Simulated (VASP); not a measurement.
A run of VASP 6.6.1:

File INCAR:

```
ALGO     = Normal         # electronic algorithm
EDIFF    = 1E-7           # SCF threshold, eV
ENCUT    = 520            # plane-wave cutoff, eV
GGA      = PS             # functional
ISIF     = 2              # what is computed and relaxed
ISMEAR   = -1             # smearing method
ISPIN    = 2              # spin polarisation
LASPH    = T              # aspherical terms in the spheres
LCHARG   = F              # write CHGCAR
LMAXMIX  = 4              # l up to which the mixer works
LORBIT   = 11             # projections on sites
LREAL    = F              # projectors in reciprocal space
LWAVE    = F              # write WAVECAR
MAGMOM   = 1 1 1 1 0 0 0 0 # initial moments
NBANDS   = 42             # bands
NELM     = 150            # most SCF steps
PREC     = Accurate       # precision mode
SIGMA    = 0.05           # smearing width, eV
```

Contents of KPOINTS:

```
k-points
0
Gamma
  4 6 4
```

File POSCAR:

```
SiNi
1.0
    5.1697459112      0.0000000000      0.0000000000
    0.0000000000      3.2915322910      0.0000000000
    0.0000000000      0.0000000000      5.5502918557
Ni Si
4 4
Direct
    0.9916529228      0.7500000000      0.8131724874
    0.5083470772      0.2500000000      0.3131724874
    0.4916529228      0.7500000000      0.6868275126
    0.0083470772      0.2500000000      0.1868275126
    0.6792327732      0.2500000000      0.9174940623
    0.8207672268      0.7500000000      0.4174940623
    0.1792327732      0.2500000000      0.5825059377
    0.3207672268      0.7500000000      0.0825059377
```

Potentials or basis: VASP PAW PBE potentials, release 64 (Ni, Si).

Launch:

```sh
$ cat potpaw_PBE.64/Ni/POTCAR potpaw_PBE.64/Si/POTCAR > POTCAR
$ mpirun -np 1 vasp_std > vasp.out
```

Hardware: 1 thread of Oxide Virtual Turin-like Processor, with other jobs on the host.

Q: How long does it take, and how much memory?

A: It took 9.5 min on 1 thread of Oxide Virtual Turin-like Processor, on a shared host, peak memory 0.32 GiB. Counts: scf iterations 17, k points 36.
